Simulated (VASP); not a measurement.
# Re (Fm-3m) in VASP: single point with r2SCAN

Aim: the single point of Re with r2SCAN.

All numbers are computed with VASP 6.6.1; they aren't measurements. Logs are shortened: lines on timing, memory, paths and dates and some standing lists are left out, and cuts for length are marked.

### 1 The cell of the first run

Symmetry: Fm-3m, No. 225, cubic system. Conventional cell: a = 3.950 Å, b = 3.950 Å, c = 3.950 Å, α = 90.00°, β = 90.00°, γ = 90.00°. Within 3.7 Å of Re (site symmetry m-3m) lie 12 Re at 2.79 Å.

### 2 Single point, r2SCAN

POSCAR

```
Re
1.0
    0.0000000000      1.9750000000      1.9750000000
    1.9750000000      0.0000000000      1.9750000000
    1.9750000000      1.9750000000      0.0000000000
Re
1
Direct
    0.0000000000      0.0000000000      0.0000000000
```

INCAR.step1

```
PREC     = Accurate       # precision mode
ENCUT    = 660            # plane-wave cutoff, eV
ISMEAR   = -1             # smearing method
SIGMA    = 0.1            # smearing width, eV
LREAL    = F              # projectors in reciprocal space
LASPH    = T              # aspherical terms in the spheres
NELM     = 120            # most SCF steps
NBANDS   = 10             # bands
GGA      = PE             # functional
ALGO     = Normal         # electronic algorithm
EDIFF    = 1E-5           # SCF threshold, eV
LWAVE    = T              # write WAVECAR
LCHARG   = F              # write CHGCAR
GGA_COMPAT= F
```

INCAR.step2

```
PREC     = Accurate       # precision mode
ENCUT    = 660            # plane-wave cutoff, eV
EDIFF    = 1E-6           # SCF threshold, eV
ISMEAR   = -1             # smearing method
SIGMA    = 0.1            # smearing width, eV
LREAL    = F              # projectors in reciprocal space
LASPH    = T              # aspherical terms in the spheres
NELM     = 120            # most SCF steps
ALGO     = Normal         # electronic algorithm
ISIF     = 2              # what is computed and relaxed
LWAVE    = F              # write WAVECAR
LCHARG   = T              # write CHGCAR
METAGGA  = R2SCAN         # meta-GGA
LMIXTAU  = T            
LELF     = T              # ELF
LVHAR    = T            
NBANDS   = 10             # bands
ISTART   = 1            
GGA_COMPAT= F
```

KPOINTS

```
Automatic mesh
0
Gamma
  9 9 9
```

Potentials or basis: VASP PAW PBE potentials, release 64 (Re).

Command:

```sh
cat potpaw_PBE.64/Re/POTCAR > POTCAR
cp INCAR.step1 INCAR
mpirun -np 1 vasp_std > vasp.out
cp INCAR.step2 INCAR
mpirun -np 1 vasp_std > vasp.out
```

OUTCAR:

```text
PREC = Accurate
   ENCUT = 660
   EDIFF = 1E-6
   ISMEAR = -1
   LREAL = F
   LASPH = T
   NELM = 120
   ISIF = 2
   METAGGA = R2SCAN
   ISTART = 1

 ion  position               nearest neighbor table
   1  0.000  0.000  0.000-

  LATTYP: Found a face centered cubic cell.
 ALAT       =     3.9500000000

  Lattice vectors:

 A1 = (   0.0000000000,   1.9750000000,   1.9750000000)
 A2 = (   1.9750000000,   0.0000000000,   1.9750000000)
 A3 = (   1.9750000000,   1.9750000000,   0.0000000000)

Analysis of symmetry for initial positions (statically):
=====================================================================
 Subroutine PRICEL returns:
 Original cell was already a primitive cell.

 Routine SETGRP: Setting up the symmetry group for a
 face centered cubic supercell.

 Subroutine GETGRP returns: Found 48 space group operations
 (whereof 48 operations were pure point group operations)
 out of a pool of 48 trial point group operations.

The static configuration has the point symmetry O_h .

Analysis of symmetry for dynamics (positions and initial velocities):
=====================================================================
 Subroutine PRICEL returns:
 Original cell was already a primitive cell.

 Routine SETGRP: Setting up the symmetry group for a
 face centered cubic supercell.

 Subroutine GETGRP returns: Found 48 space group operations
 (whereof 48 operations were pure point group operations)
 out of a pool of 48 trial point group operations.

The dynamic configuration has the point symmetry O_h .

 Subroutine INISYM returns: Found 48 space group operations
 (whereof 48 operations are pure point group operations),
 and found     1 'primitive' translations

----------------------------------------------------------------------------------------

                                     Primitive cell

  volume of cell :      15.4075

  direct lattice vectors                    reciprocal lattice vectors
     0.000000000  1.975000000  1.975000000    -0.253164557  0.253164557  0.253164557
     1.975000000  0.000000000  1.975000000     0.253164557 -0.253164557  0.253164557
     1.975000000  1.975000000  0.000000000     0.253164557  0.253164557 -0.253164557

  length of vectors
     2.793071786  2.793071786  2.793071786     0.438493875  0.438493875  0.438493875

  position of ions in fractional coordinates (direct lattice)
     0.000000000  0.000000000  0.000000000

  ion indices of the primitive-cell ions
   primitive index   ion index
                 1           1

----------------------------------------------------------------------------------------

 KPOINTS: Automatic mesh

Automatic generation of k-mesh.
 Grid dimensions read from file:
 generate k-points for:    9    9    9

 Generating k-lattice:

  Cartesian coordinates                     Fractional coordinates (reciprocal lattice)
    -0.028129395  0.028129395  0.028129395     0.111111111  0.000000000  0.000000000
     0.028129395 -0.028129395  0.028129395     0.000000000  0.111111111  0.000000000
     0.028129395  0.028129395 -0.028129395     0.000000000  0.000000000  0.111111111

  Length of vectors
     0.048721542  0.048721542  0.048721542

  Shift w.r.t. Gamma in fractional coordinates (k-lattice)
     0.000000000  0.000000000  0.000000000

 Subroutine IBZKPT returns following result:
 ===========================================

 Found     35 irreducible k-points:

 Following reciprocal coordinates:
            Coordinates               Weight
  0.000000  0.000000  0.000000      1.000000
  0.111111  0.000000  0.000000      8.000000
  0.222222  0.000000  0.000000      8.000000
  0.333333  0.000000  0.000000      8.000000
  0.444444  0.000000  0.000000      8.000000
  0.111111  0.111111  0.000000      6.000000
[... 16 lines left out ...]
 -0.333333  0.333333  0.000000     12.000000
  0.444444  0.444444  0.000000      6.000000
 [... further k-points ...]
   k-points           NKPTS =     35   k-points in BZ     NKDIM =     35   number of bands    NBANDS=     10
   number of dos      NEDOS =    301   number of ions     NIONS =      1
   total plane-waves  NPLWV =  13824
   dimension x,y,z NGX =    24 NGY =   24 NGZ =   24
   dimension x,y,z NGXF=    48 NGYF=   48 NGZF=   48
   ions per type =               1
   NGX,Y,Z   is equivalent  to a cutoff of  14.28, 14.28, 14.28 a.u.
   NGXF,Y,Z  is equivalent  to a cutoff of  28.57, 28.57, 28.57 a.u.
 SYSTEM =  unknown system
   PREC   = accura    normal or accurate (medium, high low for compatibility)
   ISTART =      1    job   : 0-new  1-cont  2-samecut
   ICHARG =      0    charge: 1-file 2-atom 10-const
   ISPIN  =      1    spin polarized calculation?
   LNONCOLLINEAR =      F non collinear calculations
   LSORBIT =      F    spin-orbit coupling
   LASPH  =      T    aspherical Exc in radial PAW
   ENCUT  =  660.0 eV  48.51 Ry    6.96 a.u.   5.85  5.85  5.85*2*pi/ulx,y,z
   NELM   =    120;   NELMIN=  2; NELMDL=  0     # of ELM steps
   EDIFF  = 0.1E-05   stopping-criterion for ELM
   LREAL  =      F    real-space projection
   EDIFFG = 0.1E-04   stopping-criterion for IOM
   NSW    =      0    number of steps for IOM
   IBRION =     -1    ionic relax: 0-MD 1-quasi-New 2-CG
   NFREE  =      0    steps in history (QN), initial steepest desc. (CG)
   ISIF   =      2    stress and relaxation
   ISYM   =      2    0-nonsym 1-usesym 2-fastsym
   POTIM  = 0.5000    time-step for ionic-motion
   TEBEG  =    0.0;   TEEND  =   0.0 temperature during run
   PSTRESS=    0.0 pullay stress
   NELECT =       7.0000    total number of electrons
   NUPDOWN=      -1.0000    fix difference up-down
   EMIN   =  10.00;   EMAX   =-10.00  energy-range for DOS
   EFERMI =   0.00;   METHOD = LEGACY
   ISMEAR =    -1;   SIGMA  =   0.10  broadening in eV -4-tet -1-fermi 0-gaus
   EFERMI_NEDOS =   21; number of points for ismear=-14 and -15
   IALGO  =     38    algorithm
   IMIX   =      4    mixing-type and parameters
     AMIX     =   0.40;   BMIX     =  1.00
     AMIX_MAG =   1.60;   BMIX_MAG =  1.00
  volume/ion in A,a.u.               =      15.41       103.97
  Fermi-wavevector in a.u.,A,eV,Ry     =   1.258531  2.378278 21.550255  1.583899
  Thomas-Fermi vector in A             =   2.392135
   LORBIT       =      0    0 simple, 1 ext, 2 COOP (PROOUT), +10 PAW based schemes
   METAGGA = R2SCAN    functional components
   LHFCALC =     F    Hartree Fock is set to
   AEXX    =    0.0000 exact exchange contribution
   IVDW    =     0    specifies the selected vdW correction
   LEPSILON=     F    determine dielectric tensor
   LRPA    =     F    only Hartree local field effects (RPA)
 non-spin polarized calculation
  energy-cutoff  :      660.00
  volume of cell :       15.41
 maximum number of plane-waves:       609
   NGX = 11   NGY = 11   NGZ = 11

 number of electron       7.0000000 magnetization

 Free energy of the ion-electron system (eV)
  ---------------------------------------------------
  ext. energy  EPLUGINS =         0.00000000
  ---------------------------------------------------
  free energy    TOTEN  =       -52.36772580 eV

  energy without entropy =      -52.34322841  energy(sigma->0) =      -52.35547710

 E-fermi :   7.3570     XC(G=0): -14.7124

 val. band max:        7.3106251824   @ k =   0.3333   0.2222   0.1111
 cond. band min:       7.3982001646   @ k =   0.4444   0.2222   0.0000
 fundamental gap:      0.0875749822
 Fermi energy:         7.3570048274

 k-point     1 :       0.0000    0.0000    0.0000
  band No.  band energies     occupation
      1      -2.8996      2.00000
      2       5.5102      2.00000
      3       5.5102      2.00000
      4       5.5102      2.00000
      5       8.6963      0.00000
      6       8.6963      0.00000
      7      21.8863      0.00000
      8      27.7187      0.00000
      9      27.7187      0.00000
     10      27.7187      0.00000

 k-point     2 :       0.1111    0.0000    0.0000
  band No.  band energies     occupation
      1      -2.3418      2.00000
      2       5.1575      2.00000
      3       5.7515      2.00000
      4       5.7515      2.00000
      5       8.5263      0.00002
      6       8.5263      0.00002
      7      22.9144      0.00000
      8      25.4846      0.00000
      9      28.7172      0.00000
     10      28.7172      0.00000

 k-point     3 :       0.2222    0.0000    0.0000
  band No.  band energies     occupation
      1      -0.9420      2.00000
      2       4.6472      2.00000
      3       6.0303      2.00000
      4       6.0303      2.00000
      5       8.6251      0.00001
      6       8.6251      0.00001
      7      22.4329      0.00000
      8      25.1742      0.00000
      9      31.3584      0.00000
     10      31.3584      0.00000

 k-point     4 :       0.3333    0.0000    0.0000
  band No.  band energies     occupation
      1       0.2575      2.00000
      2       5.2519      2.00000
      3       5.7435      2.00000
      4       5.7435      2.00000
      5       9.7290      0.00000
      6       9.7290      0.00000
      7      20.0110      0.00000
      8      23.7917      0.00000
      9      31.1860      0.00000
     10      31.1860      0.00000
[... 222 lines left out ...]
 k-point    22 :      -0.4444    0.3333    0.0000
  band No.  band energies     occupation
      1       1.7013      2.00000
      2       2.6951      2.00000
      3       6.2969      1.99995
      4       8.8358      0.00000
      5      11.1142      0.00000
      6      15.3771      0.00000
      7      16.2202      0.00000
      8      22.2104      0.00000
      9      23.6798      0.00000
     10      29.7453      0.00000

 k-point    23 :      -0.3333    0.3333    0.0000
  band No.  band energies     occupation
      1       2.4159      2.00000
      2       3.4796      2.00000
      3       5.1798      2.00000
      4       8.0467      0.00202
      5       9.9926      0.00000
      6      14.2149      0.00000
      7      19.3987      0.00000
      8      20.3674      0.00000
      9      26.6557      0.00000
     10      28.0753      0.00000

 k-point    24 :       0.4444    0.4444    0.0000
  band No.  band energies     occupation
      1       0.7848      2.00000
      2       1.5925      2.00000
      3       9.3972      0.00000
      4      11.0094      0.00000
      5      11.3522      0.00000
      6      11.3522      0.00000
      7      20.5048      0.00000
      8      20.5048      0.00000
      9      21.2239      0.00000
     10      29.5932      0.00000

 [... further k-points ...]

------------------------ aborting loop because EDIFF is reached ----------------------------------------

  FORCE on cell =-STRESS in cart. coord.  units (eV):
  Direction    XX          YY          ZZ          XY          YZ          ZX
  --------------------------------------------------------------------------------------
  -------------------------------------------------------------------------------------
  Total       -1.4354805     -1.4354805     -1.4354805      0.0000000     -0.0000000     -0.0000000
  in kB     -149.2713945   -149.2713945   -149.2713945      0.0000000     -0.0000000     -0.0000000
  external PRESSURE =    -149.2713945 kB  Pullay stress =       0.0000000 kB

 VOLUME and BASIS-vectors are now :
 -----------------------------------------------------------------------------
  energy-cutoff  :      660.00
  volume of cell :       15.41
      direct lattice vectors                 reciprocal lattice vectors
     0.000000000  1.975000000  1.975000000    -0.253164557  0.253164557  0.253164557
     1.975000000  0.000000000  1.975000000     0.253164557 -0.253164557  0.253164557
     1.975000000  1.975000000  0.000000000     0.253164557  0.253164557 -0.253164557

 POSITION                                       TOTAL-FORCE (eV/Angst)
 -----------------------------------------------------------------------------------
      0.00000      0.00000      0.00000        -0.000000     -0.000000     -0.000000
 -----------------------------------------------------------------------------------
    total drift:                               -0.000000      0.000000     -0.000000

  FREE ENERGIE OF THE ION-ELECTRON SYSTEM (eV)
  ---------------------------------------------------
  free  energy   TOTEN  =       -52.3677257950 eV

  energy  without entropy=      -52.3432284112  energy(sigma->0) =      -52.35547710
```

It took 26 s on 1 thread of Intel Xeon Platinum 8488C (Sapphire Rapids), shared host; peak memory 0.14 GiB.

What came out:

```yaml
Free_energy: -52.3677 eV
Pressure: -14.9 GPa
```

Levels at points of the mesh, in eV from the Fermi level:
```
           k point  band 1  band 2  band 3  band 4  band 5  band 6  band 7  band 8  band 9
(0.00, 0.00, 0.00)  -10.26   -1.85   -1.85   -1.85    1.34    1.34   14.53   20.36   20.36
```

Caveat: the PAW data sets were made with another functional, which shifts forces and pressure a little; spin-orbit coupling is left out, which moves the levels of the heavy elements.
